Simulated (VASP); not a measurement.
# Mn (I4/mmm) in VASP: single point with r2SCAN

Aim: the single point of Mn with r2SCAN.

Program: VASP 6.6.1. These are calculated values, not measurements. Logs are shortened: lines on timing, memory, paths and dates and some standing lists are left out, and cuts for length are marked.

## Step 1: The cell of the first run

The structure is tetragonal, space group I4/mmm (No. 139). The conventional cell has a = 3.077 Å, b = 3.077 Å, c = 3.160 Å, α = 90.00°, β = 90.00°, γ = 90.00°. Within 3.5 Å of Mn (site symmetry 4/mmm) lie 14 Mn at 2.69 to 3.16 Å.

## Step 2: Single point, r2SCAN, collinear spin, antiferromagnetic start (14.96 Å³/atom)

POSCAR

```
Mn
1.0
    3.0773847535      0.0000000000      0.0000000000
    0.0000000000      3.0773847535      0.0000000000
    0.0000000000      0.0000000000      3.1601539026
Mn
2
Direct
    0.0000000000      1.0000000000      0.0000000000
    0.5000000000      0.5000000000      0.5000000000
```

INCAR.step1

```
ALGO     = Normal         # electronic algorithm
EDIFF    = 1E-4           # SCF threshold, eV
ENCUT    = 520            # plane-wave cutoff, eV
GGA      = PE             # functional
ISMEAR   = -1             # smearing method
ISPIN    = 2              # spin polarisation
LASPH    = T              # aspherical terms in the spheres
LCHARG   = F              # write CHGCAR
LMAXMIX  = 4              # l up to which the mixer works
LREAL    = F              # projectors in reciprocal space
LWAVE    = T              # write WAVECAR
MAGMOM   = 3.842 -3.842   # initial moments
NBANDS   = 24             # bands
NELM     = 150            # most SCF steps
PREC     = Accurate       # precision mode
SIGMA    = 0.05           # smearing width, eV
```

INCAR.step2

```
ALGO     = Normal         # electronic algorithm
EDIFF    = 1E-6           # SCF threshold, eV
ENCUT    = 520            # plane-wave cutoff, eV
ISIF     = 2              # what is computed and relaxed
ISMEAR   = -1             # smearing method
ISPIN    = 2              # spin polarisation
ISTART   = 1            
LASPH    = T              # aspherical terms in the spheres
LCHARG   = T              # write CHGCAR
LELF     = T              # ELF
LMAXMIX  = 4              # l up to which the mixer works
LMIXTAU  = T            
LORBIT   = 11             # projections on sites
LREAL    = F              # projectors in reciprocal space
LVHAR    = T            
LWAVE    = F              # write WAVECAR
MAGMOM   = 3.842 -3.842   # initial moments
METAGGA  = R2SCAN         # meta-GGA
NBANDS   = 24             # bands
NELM     = 150            # most SCF steps
PREC     = Accurate       # precision mode
SIGMA    = 0.05           # smearing width, eV
```

KPOINTS

```
k-points
0
Gamma
  12 12 11
```

Potentials or basis: VASP PAW PBE potentials, release 64 (Mn_pv).

Command:

```bash
$ cat potpaw_PBE.64/Mn_pv/POTCAR > POTCAR
$ cp INCAR.step1 INCAR
$ mpirun -np 1 vasp_std > vasp.out
$ cp INCAR.step2 INCAR
$ mpirun -np 1 vasp_std > vasp.out
```

OUTCAR:

```text
EDIFF = 1E-6
   ENCUT = 520
   ISIF = 2
   ISMEAR = -1
   ISPIN = 2
   ISTART = 1
   LASPH = T
   LORBIT = 11
   LREAL = F
   METAGGA = R2SCAN
   NELM = 150
   PREC = Accurate

 ion  position               nearest neighbor table
   1  0.000  0.000  0.000-   2 2.69   2 2.69   2 2.69   2 2.69   2 2.69   2 2.69   2 2.69   2 2.69

   2  0.500  0.500  0.500-   1 2.69   1 2.69   1 2.69   1 2.69   1 2.69   1 2.69   1 2.69   1 2.69

  LATTYP: Found a simple tetragonal cell.
 ALAT       =     3.0773847535
 C/A-ratio  =     1.0268959379

  Lattice vectors:

 A1 = (   3.0773847535,   0.0000000000,   0.0000000000)
 A2 = (   0.0000000000,   3.0773847535,   0.0000000000)
 A3 = (   0.0000000000,   0.0000000000,   3.1601539026)

Analysis of symmetry for initial positions (statically):
=====================================================================
 Subroutine PRICEL returns following result:

  LATTYP: Found a body centered tetragonal cell.
 ALAT       =     3.0773847535
 C/A-ratio  =     1.0268959379

  Lattice vectors:

 A1 = (  -1.5386923768,  -1.5386923768,  -1.5800769513)
 A2 = (   1.5386923768,   1.5386923768,  -1.5800769513)
 A3 = (   1.5386923768,  -1.5386923768,   1.5800769513)

   2 primitive cells build up your supercell.

 Routine SETGRP: Setting up the symmetry group for a
 simple tetragonal supercell.

 Subroutine GETGRP returns: Found 16 space group operations
 (whereof 16 operations were pure point group operations)
 out of a pool of 16 trial point group operations.

The static configuration has the point symmetry D_4h.

Analysis of symmetry for dynamics (positions and initial velocities):
=====================================================================
 Subroutine PRICEL returns following result:

  LATTYP: Found a body centered tetragonal cell.
 ALAT       =     3.0773847535
 C/A-ratio  =     1.0268959379

  Lattice vectors:

 A1 = (  -1.5386923768,  -1.5386923768,  -1.5800769513)
 A2 = (   1.5386923768,   1.5386923768,  -1.5800769513)
 A3 = (   1.5386923768,  -1.5386923768,   1.5800769513)

   2 primitive cells build up your supercell.

 Routine SETGRP: Setting up the symmetry group for a
 simple tetragonal supercell.

 Subroutine GETGRP returns: Found 16 space group operations
 (whereof 16 operations were pure point group operations)
 out of a pool of 16 trial point group operations.

The dynamic configuration has the point symmetry D_4h.

Analysis of structural, dynamic, and magnetic symmetry:
=====================================================================
 Subroutine PRICEL returns following result:

  LATTYP: Found a body centered tetragonal cell.
 ALAT       =     3.0773847535
 C/A-ratio  =     1.0268959379

  Lattice vectors:

 A1 = (  -1.5386923768,  -1.5386923768,  -1.5800769513)
 A2 = (   1.5386923768,   1.5386923768,  -1.5800769513)
 A3 = (   1.5386923768,  -1.5386923768,   1.5800769513)

   2 primitive cells build up your supercell.

 Routine SETGRP: Setting up the symmetry group for a
 simple tetragonal supercell.

 Subroutine GETGRP returns: Found 16 space group operations
 (whereof 16 operations were pure point group operations)
 out of a pool of 16 trial point group operations.

The overall configuration has the point symmetry D_4h.

 Subroutine INISYM returns: Found 16 space group operations
 (whereof 16 operations are pure point group operations),
 and found     2 'primitive' translations

----------------------------------------------------------------------------------------

                                     Primitive cell

  volume of cell :      14.9638

  direct lattice vectors                    reciprocal lattice vectors
    -1.538692377 -1.538692377 -1.580076951     0.000000000 -0.324951243 -0.316440284
     1.538692377  1.538692377 -1.580076951     0.324951243  0.000000000 -0.316440284
     1.538692377 -1.538692377  1.580076951     0.324951243 -0.324951243  0.000000000

  length of vectors
     2.689199069  2.689199069  2.689199069     0.453572226  0.453572226  0.459550455

  position of ions in fractional coordinates (direct lattice)
     0.000000000  0.000000000  0.000000000

  ion indices of the primitive-cell ions
   primitive index   ion index
                 1           1

----------------------------------------------------------------------------------------

 KPOINTS: k-points

Automatic generation of k-mesh.
 Grid dimensions read from file:
 generate k-points for:   12   12   11

 Generating k-lattice:

  Cartesian coordinates                     Fractional coordinates (reciprocal lattice)
     0.027079270  0.000000000  0.000000000     0.083333333  0.000000000  0.000000000
     0.000000000  0.027079270  0.000000000     0.000000000  0.083333333  0.000000000
     0.000000000  0.000000000  0.028767299     0.000000000  0.000000000  0.090909091

  Length of vectors
     0.027079270  0.027079270  0.028767299

  Shift w.r.t. Gamma in fractional coordinates (k-lattice)
     0.000000000  0.000000000  0.000000000

 Subroutine IBZKPT returns following result:
 ===========================================

 Found    168 irreducible k-points:

 Following reciprocal coordinates:
            Coordinates               Weight
  0.000000  0.000000  0.000000      1.000000
  0.083333  0.000000  0.000000      4.000000
  0.166667  0.000000  0.000000      4.000000
  0.250000  0.000000  0.000000      4.000000
  0.333333  0.000000  0.000000      4.000000
  0.416667  0.000000  0.000000      4.000000
[... 16 lines left out ...]
  0.333333  0.333333  0.000000      4.000000
  0.416667  0.333333  0.000000      8.000000
 [... further k-points ...]
   k-points           NKPTS =    168   k-points in BZ     NKDIM =    168   number of bands    NBANDS=     24
   number of dos      NEDOS =    301   number of ions     NIONS =      2
   total plane-waves  NPLWV =  13824
   dimension x,y,z NGX =    24 NGY =   24 NGZ =   24
   dimension x,y,z NGXF=    48 NGYF=   48 NGZF=   48
   ions per type =               2
   NGX,Y,Z   is equivalent  to a cutoff of  12.97, 12.97, 12.63 a.u.
   NGXF,Y,Z  is equivalent  to a cutoff of  25.93, 25.93, 25.25 a.u.
 SYSTEM =  unknown system
   PREC   = accura    normal or accurate (medium, high low for compatibility)
   ISTART =      1    job   : 0-new  1-cont  2-samecut
   ICHARG =      0    charge: 1-file 2-atom 10-const
   ISPIN  =      2    spin polarized calculation?
   LNONCOLLINEAR =      F non collinear calculations
   LSORBIT =      F    spin-orbit coupling
   LASPH  =      T    aspherical Exc in radial PAW
   ENCUT  =  520.0 eV  38.22 Ry    6.18 a.u.   5.72  5.72  5.88*2*pi/ulx,y,z
   NELM   =    150;   NELMIN=  2; NELMDL=  0     # of ELM steps
   EDIFF  = 0.1E-05   stopping-criterion for ELM
   LREAL  =      F    real-space projection
   EDIFFG = 0.1E-04   stopping-criterion for IOM
   NSW    =      0    number of steps for IOM
   IBRION =     -1    ionic relax: 0-MD 1-quasi-New 2-CG
   NFREE  =      0    steps in history (QN), initial steepest desc. (CG)
   ISIF   =      2    stress and relaxation
   ISYM   =      2    0-nonsym 1-usesym 2-fastsym
   POTIM  = 0.5000    time-step for ionic-motion
   TEBEG  =    0.0;   TEEND  =   0.0 temperature during run
   PSTRESS=    0.0 pullay stress
   NELECT =      26.0000    total number of electrons
   NUPDOWN=      -1.0000    fix difference up-down
   EMIN   =  10.00;   EMAX   =-10.00  energy-range for DOS
   EFERMI =   0.00;   METHOD = LEGACY
   ISMEAR =    -1;   SIGMA  =   0.05  broadening in eV -4-tet -1-fermi 0-gaus
   EFERMI_NEDOS =   21; number of points for ismear=-14 and -15
   IALGO  =     38    algorithm
   IMIX   =      4    mixing-type and parameters
     AMIX     =   0.40;   BMIX     =  1.00
     AMIX_MAG =   1.60;   BMIX_MAG =  1.00
  volume/ion in A,a.u.               =      14.96       100.98
  Fermi-wavevector in a.u.,A,eV,Ry     =   1.562099  2.951940 33.200319  2.440155
  Thomas-Fermi vector in A             =   2.665068
   LORBIT       =     11    0 simple, 1 ext, 2 COOP (PROOUT), +10 PAW based schemes
   METAGGA = R2SCAN    functional components
   LHFCALC =     F    Hartree Fock is set to
   AEXX    =    0.0000 exact exchange contribution
   IVDW    =     0    specifies the selected vdW correction
   LEPSILON=     F    determine dielectric tensor
   LRPA    =     F    only Hartree local field effects (RPA)
 spin polarized calculation
  energy-cutoff  :      520.00
  volume of cell :       29.93
 maximum number of plane-waves:       824
 NGX is ok and might be reduce to    24
   NGX = 11   NGY = 11   NGZ = 11

 number of electron      25.9999976 magnetization       0.0000000

 number of electron      25.9999976 magnetization      -0.0000000

 Free energy of the ion-electron system (eV)
  ---------------------------------------------------
  ext. energy  EPLUGINS =         0.00000000
  ---------------------------------------------------
  free energy    TOTEN  =       -29.65813116 eV

  energy without entropy =      -29.64567472  energy(sigma->0) =      -29.65190294

 E-fermi :   7.7974     XC(G=0): -13.1197

 val. band max:        7.7691767297   @ k =   0.3333   0.2500   0.2727
 cond. band min:       7.7984336904   @ k =   0.3333   0.2500   0.1818
 fundamental gap:      0.0292569607
 Fermi energy:         7.7973688417

 spin component 1

 k-point     1 :       0.0000    0.0000    0.0000
  band No.  band energies     occupation
      1     -45.0499      1.00000
      2     -45.0337      1.00000
      3     -45.0337      1.00000
      4     -39.7889      1.00000
      5     -39.7759      1.00000
      6     -39.7759      1.00000
[... 16 lines left out ...]
     23      24.9078      0.00000
     24      28.0517      0.00000
[... 598 lines left out ...]
      2     -45.0621      1.00000
      3     -45.0425      1.00000
      4     -39.8174      1.00000
      5     -39.8075      1.00000
      6     -39.7840      1.00000
[... 16 lines left out ...]
     23      23.2482      0.00000
     24      24.4439      0.00000

 [... further k-points ...]

 spin component 2

 k-point     1 :       0.0000    0.0000    0.0000
  band No.  band energies     occupation
      1     -45.0499      1.00000
      2     -45.0337      1.00000
      3     -45.0337      1.00000
      4     -39.7889      1.00000
      5     -39.7759      1.00000
      6     -39.7759      1.00000
[... 16 lines left out ...]
     23      24.9078      0.00000
     24      28.0517      0.00000
[... 598 lines left out ...]
      2     -45.0621      1.00000
      3     -45.0425      1.00000
      4     -39.8174      1.00000
      5     -39.8075      1.00000
      6     -39.7840      1.00000
[... 16 lines left out ...]
     23      23.2482      0.00000
     24      24.4439      0.00000

 [... further k-points ...]

------------------------ aborting loop because EDIFF is reached ----------------------------------------

  FORCE on cell =-STRESS in cart. coord.  units (eV):
  Direction    XX          YY          ZZ          XY          YZ          ZX
  --------------------------------------------------------------------------------------
  -------------------------------------------------------------------------------------
  Total        0.1593050      0.1593050     -0.2318205      0.0000000      0.0000000      0.0000000
  in kB        8.5284135      8.5284135    -12.4105362      0.0000000      0.0000000      0.0000000
  external PRESSURE =       1.5487636 kB  Pullay stress =       0.0000000 kB

 VOLUME and BASIS-vectors are now :
 -----------------------------------------------------------------------------
  energy-cutoff  :      520.00
  volume of cell :       29.93
      direct lattice vectors                 reciprocal lattice vectors
     3.077384754  0.000000000  0.000000000     0.324951243  0.000000000  0.000000000
     0.000000000  3.077384754  0.000000000     0.000000000  0.324951243  0.000000000
     0.000000000  0.000000000  3.160153903     0.000000000  0.000000000  0.316440284

 POSITION                                       TOTAL-FORCE (eV/Angst)
 -----------------------------------------------------------------------------------
      0.00000      0.00000      0.00000         0.000000      0.000000     -0.000000
      1.53869      1.53869      1.58008        -0.000000     -0.000000      0.000000
 -----------------------------------------------------------------------------------
    total drift:                                0.000000      0.000000     -0.000000

  FREE ENERGIE OF THE ION-ELECTRON SYSTEM (eV)
  ---------------------------------------------------
  free  energy   TOTEN  =       -29.6581311611 eV

  energy  without entropy=      -29.6456747155  energy(sigma->0) =      -29.65190294

 total charge

# of ion       s       p       d       tot
------------------------------------------
    1        0.384   6.290   4.850  11.524
    2        0.384   6.290   4.850  11.524
--------------------------------------------------
tot          0.768  12.579   9.701  23.048

 magnetization (x)

# of ion       s       p       d       tot
------------------------------------------
    1        0.077   0.065   3.717   3.858
    2       -0.077  -0.065  -3.717  -3.858
--------------------------------------------------
tot          0.000   0.000   0.000   0.000
```

Wall time 5.8 min (1 thread of Intel Xeon Platinum 8488C (Sapphire Rapids), shared host); peak memory 0.27 GiB.

What came out:

| Property | Result |
| --- | --- |
| Free energy | -29.6581 eV |
| Pressure | 0.2 GPa |
| Band gap on the k mesh | zero (filled and empty bands overlap) |
| Net moment | 0.00 μB per cell |
| Site moments | Mn +3.86, -3.86 μB |
| Valence electrons inside the program's atomic spheres | Mn 11.52 |

Levels at points of the mesh, in eV from the Fermi level:
Spin up:
```csv
k point,band 10,band 11,band 12,band 13,band 14,band 15,band 16,band 17
"(0.00, 0.00, 0.00)",-3.09,-3.09,-3.02,0.88,0.97,2.11,2.11,2.15
"(0.50, 0.00, 0.00)",-3.49,-3.40,-2.87,-1.58,0.38,0.71,0.90,1.85
"(0.50, 0.50, 0.00)",-3.79,-2.57,-0.94,-0.69,-0.69,1.37,1.91,1.91
```
Spin down:
```
           k point  band 11  band 12  band 13  band 14  band 15  band 16
(0.00, 0.00, 0.00)    -3.09    -3.02     0.88     0.97     2.11     2.11
(0.50, 0.00, 0.00)    -3.40    -2.87    -1.58     0.38     0.71     0.90
(0.50, 0.50, 0.00)    -2.57    -0.94    -0.69    -0.69     1.37     1.91
```

Caveat: the PAW data sets were made with another functional, which shifts forces and pressure a little.
